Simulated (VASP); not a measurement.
# BaF2 (Fm-3m) in VASP: notebook

BaF2 is run at these levels: PBE; tasks: single point.

Everything below comes from runs of VASP 6.6.1. Logs are shortened: lines on timing, memory, paths and dates and some standing lists are left out, and cuts for length are marked.

### Step 1. The cell of the first run

It takes space group Fm-3m (No. 225, cubic). Conventional cell: a = 6.183 Å, b = 6.183 Å, c = 6.183 Å, α = 90.00°, β = 90.00°, γ = 90.00°. Within 3.5 Å of Ba (site symmetry m-3m) lie 8 F at 2.68 Å. Within 3.5 Å of F (site symmetry -43m) lie 4 Ba at 2.68 Å and 6 F at 3.09 Å.

### Step 2. Single point, PBE (19.70 Å³/atom)

INCAR

```
SYSTEM = BaF2
ALGO = Normal
EDIFF = 1E-6
ENCUT = 1350
GGA = PE
GGA_COMPAT = .FALSE.
ISIF = 2
ISMEAR = 0
LASPH = .TRUE.
LCHARG = .FALSE.
LREAL = .FALSE.
LWAVE = .FALSE.
NBANDS = 19
NELM = 120
PREC = Accurate
SIGMA = 0.02
```

KPOINTS

```
k-points
0
G
  6 6 6
  0 0 0
```

POSCAR

```
BaF2
1.0
    0.0000000000      3.0914533330      3.0914533330
    3.0914533330      0.0000000000      3.0914533330
    3.0914533330      3.0914533330      0.0000000000
Ba F
1 2
Direct
    0.0000000000      0.0000000000      0.0000000000
    0.2500000000      0.2500000000      0.2500000000
    0.7500000000      0.7500000000      0.7500000000
```

Potentials or basis: VASP PAW PBE potentials, release 64 (Ba_sv, F_h).

Started as:

```console
$ cat potpaw_PBE.64/Ba_sv/POTCAR potpaw_PBE.64/F_h/POTCAR > POTCAR
$ mpirun -np 1 vasp_std > vasp.out
```

OUTCAR:

```text
SYSTEM = BaF2
   EDIFF = 1E-6
   ENCUT = 1350
   GGA = PE
   ISIF = 2
   ISMEAR = 0
   LASPH = .TRUE.
   LREAL = .FALSE.
   NELM = 120
   PREC = Accurate

 ion  position               nearest neighbor table
   1  0.000  0.000  0.000-   3 2.68   3 2.68   3 2.68   2 2.68   2 2.68   2 2.68   3 2.68   2 2.68

   2  0.250  0.250  0.250-   1 2.68   1 2.68   1 2.68   1 2.68
   3  0.750  0.750  0.750-   1 2.68   1 2.68   1 2.68   1 2.68

  LATTYP: Found a face centered cubic cell.
 ALAT       =     6.1829066660

  Lattice vectors:

 A1 = (   0.0000000000,   3.0914533330,   3.0914533330)
 A2 = (   3.0914533330,   0.0000000000,   3.0914533330)
 A3 = (   3.0914533330,   3.0914533330,   0.0000000000)

Analysis of symmetry for initial positions (statically):
=====================================================================
 Subroutine PRICEL returns:
 Original cell was already a primitive cell.

 Routine SETGRP: Setting up the symmetry group for a
 face centered cubic supercell.

 Subroutine GETGRP returns: Found 48 space group operations
 (whereof 48 operations were pure point group operations)
 out of a pool of 48 trial point group operations.

The static configuration has the point symmetry O_h .

Analysis of symmetry for dynamics (positions and initial velocities):
=====================================================================
 Subroutine PRICEL returns:
 Original cell was already a primitive cell.

 Routine SETGRP: Setting up the symmetry group for a
 face centered cubic supercell.

 Subroutine GETGRP returns: Found 48 space group operations
 (whereof 48 operations were pure point group operations)
 out of a pool of 48 trial point group operations.

The dynamic configuration has the point symmetry O_h .

 Subroutine INISYM returns: Found 48 space group operations
 (whereof 48 operations are pure point group operations),
 and found     1 'primitive' translations

----------------------------------------------------------------------------------------

                                     Primitive cell

  volume of cell :      59.0906

  direct lattice vectors                    reciprocal lattice vectors
     0.000000000  3.091453333  3.091453333    -0.161736228  0.161736228  0.161736228
     3.091453333  0.000000000  3.091453333     0.161736228 -0.161736228  0.161736228
     3.091453333  3.091453333  0.000000000     0.161736228  0.161736228 -0.161736228

  length of vectors
     4.371975231  4.371975231  4.371975231     0.280135364  0.280135364  0.280135364

  position of ions in fractional coordinates (direct lattice)
     0.000000000  0.000000000  0.000000000
     0.250000000  0.250000000  0.250000000
     0.750000000  0.750000000  0.750000000

  ion indices of the primitive-cell ions
   primitive index   ion index
                 1           1
                 2           2
                 3           3

----------------------------------------------------------------------------------------

 KPOINTS: k-points

Automatic generation of k-mesh.
 Grid dimensions read from file:
 generate k-points for:    6    6    6

 Generating k-lattice:

  Cartesian coordinates                     Fractional coordinates (reciprocal lattice)
    -0.026956038  0.026956038  0.026956038     0.166666667  0.000000000  0.000000000
     0.026956038 -0.026956038  0.026956038     0.000000000  0.166666667  0.000000000
     0.026956038  0.026956038 -0.026956038     0.000000000  0.000000000  0.166666667

  Length of vectors
     0.046689227  0.046689227  0.046689227

  Shift w.r.t. Gamma in fractional coordinates (k-lattice)
     0.000000000  0.000000000  0.000000000

 Subroutine IBZKPT returns following result:
 ===========================================

 Found     16 irreducible k-points:

 Following reciprocal coordinates:
            Coordinates               Weight
  0.000000  0.000000  0.000000      1.000000
  0.166667  0.000000  0.000000      8.000000
  0.333333  0.000000  0.000000      8.000000
  0.500000  0.000000  0.000000      4.000000
  0.166667  0.166667  0.000000      6.000000
  0.333333  0.166667  0.000000     24.000000
[... 8 lines left out ...]
 -0.333333  0.333333  0.166667     24.000000
 -0.333333  0.500000  0.166667     12.000000
   k-points           NKPTS =     16   k-points in BZ     NKDIM =     16   number of bands    NBANDS=     19
   number of dos      NEDOS =    301   number of ions     NIONS =      3
   total plane-waves  NPLWV = 157464
   dimension x,y,z NGX =    54 NGY =   54 NGZ =   54
   dimension x,y,z NGXF=   108 NGYF=  108 NGZF=  108
   ions per type =               1   2
   NGX,Y,Z   is equivalent  to a cutoff of  20.53, 20.53, 20.53 a.u.
   NGXF,Y,Z  is equivalent  to a cutoff of  41.07, 41.07, 41.07 a.u.
 SYSTEM =  BaF2
   PREC   = accura    normal or accurate (medium, high low for compatibility)
   ISTART =      0    job   : 0-new  1-cont  2-samecut
   ICHARG =      2    charge: 1-file 2-atom 10-const
   ISPIN  =      1    spin polarized calculation?
   LNONCOLLINEAR =      F non collinear calculations
   LSORBIT =      F    spin-orbit coupling
   LASPH  =      T    aspherical Exc in radial PAW
   ENCUT  = 1350.0 eV  99.22 Ry    9.96 a.u.  13.10 13.10 13.10*2*pi/ulx,y,z
   NELM   =    120;   NELMIN=  2; NELMDL= -5     # of ELM steps
   EDIFF  = 0.1E-05   stopping-criterion for ELM
   LREAL  =      F    real-space projection
   EDIFFG = 0.1E-04   stopping-criterion for IOM
   NSW    =      0    number of steps for IOM
   IBRION =     -1    ionic relax: 0-MD 1-quasi-New 2-CG
   NFREE  =      0    steps in history (QN), initial steepest desc. (CG)
   ISIF   =      2    stress and relaxation
   ISYM   =      2    0-nonsym 1-usesym 2-fastsym
   POTIM  = 0.5000    time-step for ionic-motion
   TEBEG  =    0.0;   TEEND  =   0.0 temperature during run
   PSTRESS=    0.0 pullay stress
   NELECT =      24.0000    total number of electrons
   NUPDOWN=      -1.0000    fix difference up-down
   EMIN   =  10.00;   EMAX   =-10.00  energy-range for DOS
   EFERMI =   0.00;   METHOD = LEGACY
   ISMEAR =     0;   SIGMA  =   0.02  broadening in eV -4-tet -1-fermi 0-gaus
   EFERMI_NEDOS =   21; number of points for ismear=-14 and -15
   IALGO  =     38    algorithm
   IMIX   =      4    mixing-type and parameters
     AMIX     =   0.40;   BMIX     =  1.00
     AMIX_MAG =   1.60;   BMIX_MAG =  1.00
  volume/ion in A,a.u.               =      19.70       132.92
  Fermi-wavevector in a.u.,A,eV,Ry     =   1.212381  2.291068 19.998773  1.469868
  Thomas-Fermi vector in A             =   2.347867
   LORBIT       =      0    0 simple, 1 ext, 2 COOP (PROOUT), +10 PAW based schemes
   GGA     = PE    functional components
   LHFCALC =     F    Hartree Fock is set to
   AEXX    =    0.0000 exact exchange contribution
   IVDW    =     0    specifies the selected vdW correction
   LEPSILON=     F    determine dielectric tensor
   LRPA    =     F    only Hartree local field effects (RPA)
 non-spin polarized calculation
 Gauss-broadening in eV      SIGMA  =   0.02
  energy-cutoff  :     1350.00
  volume of cell :       59.09
 maximum number of plane-waves:      6710
 NGX is ok and might be reduce to    54
   NGX = 27   NGY = 27   NGZ = 27

 number of electron      23.9999998 magnetization

 Free energy of the ion-electron system (eV)
  ---------------------------------------------------
  ext. energy  EPLUGINS =         0.00000000
  ---------------------------------------------------
  free energy    TOTEN  =       -17.11558864 eV

  energy without entropy =      -17.11558864  energy(sigma->0) =      -17.11558864

 E-fermi :  -1.6381     XC(G=0):  -8.7372

 val. band max:       -1.7600540427   @ k =  -0.1667   0.1667   0.0000
 cond. band min:       5.0605279431   @ k =   0.0000   0.0000   0.0000
 fundamental gap:      6.8205819858
 Fermi energy:        -1.6381175845

 k-point     1 :       0.0000    0.0000    0.0000
  band No.  band energies     occupation
      1     -24.8199      2.00000
      2     -20.6914      2.00000
      3     -20.6308      2.00000
      4      -9.6476      2.00000
      5      -9.6476      2.00000
      6      -9.6476      2.00000
[... 11 lines left out ...]
     18       9.7090      0.00000
     19      13.7598      0.00000

 k-point     2 :       0.1667    0.0000    0.0000
  band No.  band energies     occupation
      1     -24.7671      2.00000
      2     -20.7226      2.00000
      3     -20.6925      2.00000
      4      -9.6963      2.00000
      5      -9.6903      2.00000
      6      -9.6903      2.00000
[... 11 lines left out ...]
     18       9.7340      0.00000
     19      12.7223      0.00000

 k-point     3 :       0.3333    0.0000    0.0000
  band No.  band energies     occupation
      1     -24.6552      2.00000
      2     -20.8605      2.00000
      3     -20.7470      2.00000
      4      -9.7786      2.00000
      5      -9.7721      2.00000
      6      -9.7721      2.00000
[... 11 lines left out ...]
     18       9.8241      0.00000
     19      11.8258      0.00000

 k-point     4 :       0.5000    0.0000    0.0000
  band No.  band energies     occupation
      1     -24.5956      2.00000
      2     -20.9400      2.00000
      3     -20.7676      2.00000
      4      -9.8136      2.00000
      5      -9.8113      2.00000
      6      -9.8113      2.00000
[... 231 lines left out ...]
     18      10.7435      0.00000
     19      12.8022      0.00000

 k-point    15 :      -0.3333    0.3333    0.1667
  band No.  band energies     occupation
      1     -24.5365      2.00000
      2     -20.9245      2.00000
      3     -20.8810      2.00000
      4     -10.0070      2.00000
      5      -9.7769      2.00000
      6      -9.7769      2.00000
[... 11 lines left out ...]
     18      11.7109      0.00000
     19      12.3771      0.00000

 k-point    16 :      -0.3333    0.5000    0.1667
  band No.  band energies     occupation
      1     -24.5161      2.00000
      2     -20.9684      2.00000
      3     -20.8693      2.00000
      4     -10.0643      2.00000
      5      -9.9079      2.00000
      6      -9.6221      2.00000
[... 11 lines left out ...]
     18      12.7864      0.00000
     19      13.0636      0.00000

------------------------ aborting loop because EDIFF is reached ----------------------------------------

  FORCE on cell =-STRESS in cart. coord.  units (eV):
  Direction    XX          YY          ZZ          XY          YZ          ZX
  --------------------------------------------------------------------------------------
  -------------------------------------------------------------------------------------
  Total        1.0243781      1.0243781      1.0243781     -0.0000000     -0.0000000      0.0000000
  in kB       27.7749186     27.7749186     27.7749186     -0.0000000     -0.0000000      0.0000000
  external PRESSURE =      27.7749186 kB  Pullay stress =       0.0000000 kB

 VOLUME and BASIS-vectors are now :
 -----------------------------------------------------------------------------
  energy-cutoff  :     1350.00
  volume of cell :       59.09
      direct lattice vectors                 reciprocal lattice vectors
     0.000000000  3.091453333  3.091453333    -0.161736228  0.161736228  0.161736228
     3.091453333  0.000000000  3.091453333     0.161736228 -0.161736228  0.161736228
     3.091453333  3.091453333  0.000000000     0.161736228  0.161736228 -0.161736228

 POSITION                                       TOTAL-FORCE (eV/Angst)
 -----------------------------------------------------------------------------------
      0.00000      0.00000      0.00000         0.000000      0.000000      0.000000
      1.54573      1.54573      1.54573        -0.000000     -0.000000     -0.000000
      4.63718      4.63718      4.63718         0.000000      0.000000      0.000000
 -----------------------------------------------------------------------------------
    total drift:                                0.000000      0.000000      0.000000

  FREE ENERGIE OF THE ION-ELECTRON SYSTEM (eV)
  ---------------------------------------------------
  free  energy   TOTEN  =       -17.1155886355 eV

  energy  without entropy=      -17.1155886355  energy(sigma->0) =      -17.11558864
```

It took 2.2 min on 1 thread of Intel Xeon Platinum 8259CL at 2.50GHz (Skylake/Cascade Lake), shared host; peak memory 0.42 GiB.

What came out:

| Property | Result |
| --- | --- |
| Free energy | -17.1156 eV |
| Pressure | 2.8 GPa |
| Band gap on the k mesh | 6.82 eV (least direct gap 6.89 eV) |

Caveat: spin-orbit coupling is left out, which moves the levels of the heavy elements. A k mesh can miss the band edges.

### Step 3. Single point, PBE (19.09 Å³/atom)

This run uses another cell than the first one, of 19.09 Å³/atom.

INCAR

```
SYSTEM = BaF2
  PREC = Accurate
  ENCUT = 1350
  EDIFF = 1E-6
  ISMEAR = 0
  SIGMA = 0.02
  LREAL = .FALSE.
  LASPH = .TRUE.
  NELM = 120
  ALGO = Normal
  ISIF = 2
  LWAVE = .FALSE.
  LCHARG = .FALSE.
  GGA = PE
  NBANDS = 19
  GGA_COMPAT = .FALSE.
```

KPOINTS

```
Automatic mesh
0
G
  6 6 6
  0 0 0
```

POSCAR

```
BaF2
1.0
    0.0000000000      3.0592483521      3.0592483521
    3.0592483521      0.0000000000      3.0592483521
    3.0592483521      3.0592483521      0.0000000000
Ba F
1 2
Direct
    0.0000000000      0.0000000000      0.0000000000
    0.2500000000      0.2500000000      0.2500000000
    0.7500000000      0.7500000000      0.7500000000
```

Potentials or basis: VASP PAW PBE potentials, release 64 (Ba_sv, F_h).

Started as:

```console
$ cat potpaw_PBE.64/Ba_sv/POTCAR potpaw_PBE.64/F_h/POTCAR > POTCAR
$ mpirun -np 1 vasp_std > vasp.out
```

Wall time 80 s (1 thread of Intel Xeon Platinum 8375C at 2.90GHz (Ice Lake), shared host); peak memory 0.42 GiB.

It converged, with:

| Item | Value |
| --- | --- |
| Free energy | -17.0673 eV |
| Pressure | 5.0 GPa |
| Band gap on the k mesh | 6.96 eV (least direct gap 7.04 eV) |

Levels at points of the mesh, in eV from the valence-band top:
```
           k point  band 9  band 10  band 11  band 12  band 13  band 14  band 15  band 16
(0.00, 0.00, 0.00)   -1.60    -0.08    -0.08    -0.08     6.96     9.35     9.35    11.73
(0.50, 0.00, 0.00)   -0.70    -0.34    -0.15    -0.15     9.36     9.36     9.36     9.96
(0.50, 0.50, 0.00)   -0.40    -0.29    -0.29    -0.15     7.34     9.22    10.92    12.29
```

Caveat: the cell stands under pressure; spin-orbit coupling is left out, which moves the levels of the heavy elements. Expect the measured gap to be larger: semilocal functionals such as PBE lack the derivative discontinuity.
